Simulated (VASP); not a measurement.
# HfS2 (P-3m1) in VASP: vibrations by perturbation theory with PBE

Aim: the vibrations by perturbation theory of HfS2 with PBE.

All numbers are computed with VASP 6.6.1; they aren't measurements. Logs are shortened: lines on timing, memory, paths and dates and some standing lists are left out, and cuts for length are marked.

### Step 1. The cell of the first run

It takes space group P-3m1 (No. 164, trigonal). Conventional cell: a = 3.652 Å, b = 3.652 Å, c = 6.861 Å, α = 90.00°, β = 90.00°, γ = 120.00°. Hf (site symmetry -3m) has 6 S at 2.56 Å within 3.4 Å. Within 3.4 Å of S (site symmetry 3m) lie 3 Hf at 2.56 Å.

### Step 2. Vibrations by perturbation theory, PBE

INCAR reads:

```
SYSTEM = HfS2
PREC = Accurate
ENCUT = 500
EDIFF = 1E-8
ISMEAR = 0
SIGMA = 0.01
LREAL = .FALSE.
LASPH = .TRUE.
NELM = 120
ALGO = Normal
ISIF = 2
LWAVE = .FALSE.
LCHARG = .TRUE.
GGA = PE
NBANDS = 18
IBRION = 8
NSW = 1
LEPSILON = .TRUE.
GGA_COMPAT = .FALSE.
```

KPOINTS reads:

```
regular mesh
0
G
  12 12 6
  0 0 0
```

POSCAR reads:

```
HfS2
1.0
    3.6516242332     -0.0000000029      0.0000000000
   -1.8258121141      3.1623993525      0.0000000000
    0.0000000000      0.0000000000      6.8612319297
Hf S
1 2
Direct
    0.0000000000      0.0000000000      0.0000000000
    0.6666666667      0.3333333333      0.7891642705
    0.3333333333      0.6666666667      0.2108357295
```

Potentials or basis: VASP PAW PBE potentials, release 64 (Hf_pv, S).

Run with:

```
> cat potpaw_PBE.64/Hf_pv/POTCAR potpaw_PBE.64/S/POTCAR > POTCAR
> mpirun -np 1 vasp_std > vasp.out
```

OUTCAR:

```text
SYSTEM = HfS2
   PREC = Accurate
   ENCUT = 500
   EDIFF = 1E-8
   ISMEAR = 0
   LREAL = .FALSE.
   LASPH = .TRUE.
   NELM = 120
   ISIF = 2
   GGA = PE
   IBRION = 8
   NSW = 1
   LEPSILON = .TRUE.

 ion  position               nearest neighbor table
   1  0.000  0.000  0.000-   2 2.56   3 2.56   2 2.56   3 2.56   2 2.56   3 2.56
   2  0.667  0.333  0.789-   1 2.56   1 2.56   1 2.56
   3  0.333  0.667  0.211-   1 2.56   1 2.56   1 2.56

  LATTYP: Found a hexagonal cell.
 ALAT       =     3.6516242332
 C/A-ratio  =     1.8789534441

  Lattice vectors:

 A1 = (   3.6516242332,  -0.0000000029,   0.0000000000)
 A2 = (  -1.8258121141,   3.1623993525,   0.0000000000)
 A3 = (   0.0000000000,   0.0000000000,   6.8612319297)

Analysis of symmetry for initial positions (statically):
=====================================================================
 Subroutine PRICEL returns:
 Original cell was already a primitive cell.

 Routine SETGRP: Setting up the symmetry group for a
 hexagonal supercell.

 Subroutine GETGRP returns: Found 12 space group operations
 (whereof 12 operations were pure point group operations)
 out of a pool of 24 trial point group operations.

The static configuration has the point symmetry D_3d.

Analysis of symmetry for dynamics (positions and initial velocities):
=====================================================================
 Subroutine PRICEL returns:
 Original cell was already a primitive cell.

 Routine SETGRP: Setting up the symmetry group for a
 hexagonal supercell.

 Subroutine GETGRP returns: Found 12 space group operations
 (whereof 12 operations were pure point group operations)
 out of a pool of 24 trial point group operations.

The dynamic configuration has the point symmetry D_3d.

 Subroutine INISYM returns: Found 12 space group operations
 (whereof 12 operations are pure point group operations),
 and found     1 'primitive' translations

----------------------------------------------------------------------------------------

                                     Primitive cell

  volume of cell :      79.2328

  direct lattice vectors                    reciprocal lattice vectors
     3.651624233 -0.000000003  0.000000000     0.273850741  0.158107798  0.000000000
    -1.825812114  3.162399353  0.000000000     0.000000000  0.316215597  0.000000000
     0.000000000  0.000000000  6.861231930     0.000000000  0.000000000  0.145746421

  length of vectors
     3.651624233  3.651624233  6.861231930     0.316215597  0.316215597  0.145746421

  position of ions in fractional coordinates (direct lattice)
     0.000000000  0.000000000  0.000000000
     0.666666667  0.333333333  0.789164271
     0.333333333  0.666666667  0.210835729

  ion indices of the primitive-cell ions
   primitive index   ion index
                 1           1
                 2           2
                 3           3

----------------------------------------------------------------------------------------

 KPOINTS: regular mesh

Automatic generation of k-mesh.
 Grid dimensions read from file:
 generate k-points for:   12   12    6

 Generating k-lattice:

  Cartesian coordinates                     Fractional coordinates (reciprocal lattice)
     0.022820895  0.013175650  0.000000000     0.083333333  0.000000000  0.000000000
     0.000000000  0.026351300  0.000000000     0.000000000  0.083333333  0.000000000
     0.000000000  0.000000000  0.024291070     0.000000000  0.000000000  0.166666667
[... 643 lines left out ...]

 HEAD OF MICROSCOPIC STATIC DIELECTRIC TENSOR (INDEPENDENT PARTICLE, excluding Hartree and local field effects)
 ------------------------------------------------------
           9.228706    -0.000000     0.000000
          -0.000000     9.228706    -0.000000
           0.000000    -0.000000     5.905026
 ------------------------------------------------------

 Free energy of the ion-electron system (eV)
  ---------------------------------------------------
  ---------------------------------------------------
  free energy    TOTEN  =        -1.79088923 eV

  energy without entropy =       -1.79088923

------------------------ aborting loop because EDIFF is reached ----------------------------------------

--------------------------------------- Ionic step        2  -------------------------------------------

------------------------ aborting loop because EDIFF is reached ----------------------------------------

--------------------------------------- Ionic step        3  -------------------------------------------

------------------------ aborting loop because EDIFF is reached ----------------------------------------

 PIEZOELECTRIC TENSOR FIELD DIRECTION 3  (e Angst)
 -----------------------------------------------------------------------------
    -0.00083 -0.00000  0.00000           ( -0.00000  0.00000  0.00000)
    -0.00000 -0.00083 -0.00000           (  0.00000 -0.00000 -0.00000)
     0.00000  0.00000  0.00165           (  0.00000 -0.00000  0.00001)

 PIEZOELECTRIC TENSOR FIELD DIRECTION 3  (C/m^2)
 -----------------------------------------------------------------------------
    -0.00017 -0.00000  0.00000
    -0.00000 -0.00017 -0.00000
     0.00000  0.00000  0.00033

--------------------------------------- Ionic step        4  -------------------------------------------

------------------------ aborting loop because EDIFF is reached ----------------------------------------

[... ionic steps 5 to 5 ...]

--------------------------------------- Ionic step        6  -------------------------------------------

------------------------ aborting loop because EDIFF is reached ----------------------------------------

--------------------------------------- Ionic step        7  -------------------------------------------

------------------------ aborting loop because EDIFF is reached ----------------------------------------

[... ionic steps 8 to 8 ...]

--------------------------------------- Ionic step        9  -------------------------------------------

 Free energy of the ion-electron system (eV)
  ---------------------------------------------------
  ---------------------------------------------------
  free energy    TOTEN  =        -0.12809225 eV

  energy without entropy =       -0.12809225

------------------------ aborting loop because EDIFF is reached ----------------------------------------

 INTERNAL STRAIN TENSOR  FOR ION    2  DIRECTION 3   (eV/Angst):
 -----------------------------------------------------------------------------
     9.60622 -0.00000  0.00000
    -0.00000  9.60622  0.00000
    -0.00000 -0.00000 16.81932

 MACROSCOPIC STATIC DIELECTRIC TENSOR (including local field effects in DFT)
 ------------------------------------------------------
           8.656815    -0.000000     0.000000
          -0.000000     8.656815    -0.000000
           0.000000    -0.000000     3.230262
 ------------------------------------------------------

 PIEZOELECTRIC TENSOR (including local field effects)  for field in x, y, z        (e  Angst)
          XX          YY          ZZ          XY          YZ          ZX
  --------------------------------------------------------------------------------
  x     0.00000     0.00000     0.00000     0.00000     0.00000     0.00000
  y     0.00000     0.00000     0.00000     0.00000     0.00000     0.00000
  z     0.00000     0.00000     0.00000     0.00000     0.00000     0.00000

 PIEZOELECTRIC TENSOR (including local field effects)  for field in x, y, z        (C/m^2)
          XX          YY          ZZ          XY          YZ          ZX
  --------------------------------------------------------------------------------
  x     0.00000     0.00000     0.00000     0.00000     0.00000     0.00000
  y     0.00000     0.00000     0.00000     0.00000     0.00000     0.00000
  z     0.00000     0.00000     0.00000     0.00000     0.00000     0.00000

 BORN EFFECTIVE CHARGES (including local field effects) (in |e|, cummulative output)
 ---------------------------------------------------------------------------------
 ion    1
    1     6.72338    -0.00000     0.00000
    2    -0.00000     6.72338     0.00000
    3     0.00000     0.00000     1.31629
 ion    2
    1    -3.36169     0.00000     0.00000
    2     0.00000    -3.36169    -0.00000
    3    -0.00000    -0.00000    -0.65814
 ion    3
    1    -3.36169     0.00000     0.00000
    2     0.00000    -3.36169    -0.00000
    3     0.00000    -0.00000    -0.65814

 INTERNAL STRAIN TENSOR FOR ION    3 for displacements in x,y,z  (eV/Angst):
          X           Y           Z          XY          YZ          ZX
  --------------------------------------------------------------------------------
  x     0.00000    -0.00000     0.00000     3.20316     0.00000    -9.96422
  y     3.20316    -3.20316    -0.00000    -0.00000   -10.87433     0.00000
  z    -9.60622    -9.60622   -16.81932     0.00000     0.00000    -0.00000

 SECOND DERIVATIVES (NOT SYMMETRIZED)
 ------------------------------------
               1X          1Y          1Z          2X          2Y          2Z          3X          3Y          3Z
  1X    -3.340816    0.000000    0.000000    1.670408   -0.000000    0.000000    1.670408   -0.000000    0.000000
  1Y     0.000000   -3.340816    0.000000   -0.000000    1.670408    0.000000   -0.000000    1.670408    0.000000
  1Z    -0.000000    0.000000  -15.823373    0.000000   -0.000000    7.911686    0.000000   -0.000000    7.911686
  2X     1.688461   -0.000000    0.000000   -4.505042    0.000000   -0.000000    2.816581   -0.000000   -0.000000
  2Y    -0.000000    1.688461   -0.000000    0.000000   -4.505042   -0.000000   -0.000000    2.816581   -0.000000
  2Z     0.000000   -0.000000    7.911517   -0.000000    0.000000   -9.776323    0.000000   -0.000000    1.864807
  3X     1.688461   -0.000000    0.000000    2.816581   -0.000000   -0.000000   -4.505042    0.000000   -0.000000
  3Y    -0.000000    1.688461   -0.000000   -0.000000    2.816581   -0.000000    0.000000   -4.505042   -0.000000
  3Z     0.000000   -0.000000    7.911517    0.000000   -0.000000    1.864807   -0.000000    0.000000   -9.776323

 Eigenvectors and eigenvalues of the dynamical matrix
 ----------------------------------------------------

   1 f  =    9.419458 THz    59.184198 2PiTHz  314.199285 cm-1    38.955729 meV
             X         Y         Z           dx          dy          dz
      0.000000  0.000000  0.000000    -0.000000    0.000000    0.000000
      1.825812  1.054133  5.414639    -0.000000    0.000000   -0.707107
      0.000000  2.108266  1.446593     0.000000   -0.000000    0.707107
[... 43 lines left out ...]
   9 f/i=    0.009874 THz     0.062038 2PiTHz    0.329352 cm-1     0.040834 meV
             X         Y         Z           dx          dy          dz
      0.000000  0.000000  0.000000    -0.014506    0.858803   -0.000000
      1.825812  1.054133  5.414639    -0.006115    0.362058   -0.000000
      0.000000  2.108266  1.446593    -0.006115    0.362058   -0.000000

--------------------------------------------------------------------------------------------------------

 MACROSCOPIC STATIC DIELECTRIC TENSOR IONIC CONTRIBUTION
 ------------------------------------------------------
          30.790458    -0.000000     0.000000
          -0.000000    30.790458     0.000000
           0.000000     0.000000     0.250073
 ------------------------------------------------------

 ELASTIC MODULI CONTR FROM IONIC RELAXATION (kBar)
 Direction    XX          YY          ZZ          XY          YZ          ZX
 --------------------------------------------------------------------------------
 XX        -377.2609   -263.9128   -561.3083      0.0000    192.4016      0.0000
 YY        -263.9128   -377.2609   -561.3083      0.0000   -192.4016     -0.0000
 ZZ        -561.3083   -561.3083   -982.7822      0.0000      0.0000     -0.0000
 XY           0.0000      0.0000      0.0000    -56.6741     -0.0000    176.2990
 YZ         192.4016   -192.4016      0.0000     -0.0000   -653.1804      0.0000
 ZX           0.0000     -0.0000     -0.0000    176.2990      0.0000   -548.4226
 --------------------------------------------------------------------------------

 PIEZOELECTRIC TENSOR IONIC CONTR  for field in x, y, z        (C/m^2)
          XX          YY          ZZ          XY          YZ          ZX
  --------------------------------------------------------------------------------
  x     0.00000    -0.00000    -0.00000     0.00000    -0.00000    -0.00000
  y    -0.00000     0.00000    -0.00000    -0.00000     0.00000     0.00000
  z     0.00000     0.00000     0.00000    -0.00000     0.00000     0.00000
```

It took 35 min on 1 thread of Intel Xeon 6975P-C (Granite Rapids), shared host; peak memory 1.2 GiB.

What came out:

```yaml
Electronic_dielectric_tensor_diagonal: 8.66, 8.66, 3.23
Born_charges_mean_of_the_diagonal: Hf +4.92; S -2.46 e
Highest_phonon_frequency_at_Γ_LO-TO_splitting_left_out: 314 cm⁻¹
```

Phonon frequencies in cm⁻¹ (negative: imaginary):
| q point | frequencies |
| --- | --- |
| (0.000, 0.000, 0.000) | 0 0 0 139 139 249 249 302 314 |

Electronic dielectric tensor:
```
8.66 0.00 0.00
0.00 8.66 0.00
0.00 0.00 3.23
```

Born effective charge tensors (e):
atom 1, Hf
```
6.72 0.00 0.00
0.00 6.72 0.00
0.00 0.00 1.32
```
atom 2, S
```
-3.36  0.00  0.00
 0.00 -3.36  0.00
 0.00  0.00 -0.66
```
atom 3, S
```
-3.36  0.00  0.00
 0.00 -3.36  0.00
 0.00  0.00 -0.66
```

Caveat: spin-orbit coupling is left out, which moves the levels of the heavy elements.
